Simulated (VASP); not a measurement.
**WS2: single point with PBE+D3(BJ)**

The system is WS2.

```
W S
1.0
     3.18943    0.02930    0.01868
    -1.56934    2.56724   -0.03150
     0.07191   -0.09849   12.15862
W S
2 4
Cartesian
  -0.2858 1.5524 3.1496
  1.4450 0.9239 9.0208
  0.2719 1.5877 7.4541
  1.7047 0.7374 1.3952
  0.2854 1.7018 10.6916
  1.6548 0.9909 4.7262
```

This cell differs from its parent crystal: atoms moved at random and the cell strained at random.

```json
{
 "Program": "VASP 6.6.1",
 "Task": "single point",
 "Functional": "PBE",
 "Dispersion": "D3(BJ)",
 "Potentials or basis": "VASP PAW PBE potentials, release 64 (W_sv, S)",
 "Cutoff": "520 eV",
 "k mesh": "12 × 12 × 4",
 "Occupations": "gaussian, width 0.05 eV",
 "Spin": "no spin polarisation"
}
```

* Pressure: 14.9 GPa
* Largest force: 8.767 eV/Å
* Band gap on the k mesh: zero (bands 26 and 27 overlap by 0.08 eV)
* Dispersion energy per atom: -0.456 eV

Forces in eV/Å, atoms in the order of the input:
```
W    6.368  2.783 -4.473
W    7.678 -2.926  3.057
S   -4.797  2.024 -3.893
S   -1.835 -0.282  1.212
S   -2.973  0.834  0.940
S   -4.440 -2.434  3.156
```

Stress tensor (GPa, compression positive):
```
11.67 -4.02 -2.47
-4.02 14.91 -7.22
-2.47 -7.22 18.27
```

Levels at points of the mesh, in eV from the Fermi level:
| k point | band 24 | band 25 | band 26 | band 27 | band 28 | band 29 |
| --- | --- | --- | --- | --- | --- | --- |
| (0.00, 0.00, 0.00) | -0.89 | -0.28 | -0.16 | 0.01 | 0.19 | 0.77 |
| (0.50, 0.00, 0.00) | -2.66 | -1.17 | -0.24 | 1.21 | 1.77 | 1.96 |
| (0.00, 0.50, 0.00) | -2.64 | -0.60 | 0.08 | 0.37 | 0.60 | 1.85 |
| (0.50, 0.50, 0.00) | -2.70 | -1.52 | -0.40 | 0.92 | 1.76 | 1.91 |
| (0.00, 0.00, 0.50) | -0.89 | -0.29 | -0.13 | 0.00 | 0.19 | 0.79 |
| (0.50, 0.00, 0.50) | -2.76 | -1.14 | -0.23 | 1.21 | 1.87 | 1.94 |
| (0.00, 0.50, 0.50) | -2.52 | -0.36 | -0.11 | 0.40 | 0.63 | 2.00 |
| (0.50, 0.50, 0.50) | -2.64 | -1.49 | -0.39 | 0.95 | 1.78 | 1.91 |

It took 20 min on 1 thread of Intel(R) Xeon(R) Platinum 8488C (Sapphire Rapids), on a shared host, peak memory 0.81 GiB.

Caveat: the cell differs from its parent crystal (atoms moved at random and the cell strained at random); the stress differs along the axes, from 12 to 18 GPa; spin-orbit coupling is left out, which moves the levels of the heavy elements; forces of over 1 eV/Å act on the atoms, so gaps and moduli don't describe the material at rest.
